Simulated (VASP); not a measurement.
Crystal: Pd.

```
Pd
1.0
    -1.54018    1.54018    1.54018
     1.54018   -1.54018    1.54018
     1.54018    1.54018   -1.54018
Pd
1
Cartesian
  0.0000 0.0000 0.0000
```

Base run:

- Program: VASP 6.6.1
- Functional: r2SCAN
- Potentials or basis: VASP PAW PBE potentials, release 64 (Pd)
- Cutoff: 520 eV
- k mesh: 12 × 12 × 12
- Occupations: fermi-dirac, width 0.05 eV
- Spin: no spin polarisation

Its results: band gap on the k mesh zero (band 5 reaches 10.42 eV, above the bottom of band 6 at 8.59 eV); pressure 6.2 GPa.

Question: The run is repeated on the same cell with these changes: functional from r2SCAN to LDA; potentials or basis from VASP PAW PBE potentials, release 64 (Pd) to VASP PAW LDA potentials, release 64 (Pd). What comes out?

Answer: Band gap on the k mesh zero (band 5 reaches 10.38 eV, above the bottom of band 6 at 8.66 eV); pressure -5.0 GPa.

Caveats: the PAW data sets were made with another functional, which shifts forces and pressure a little (some runs).
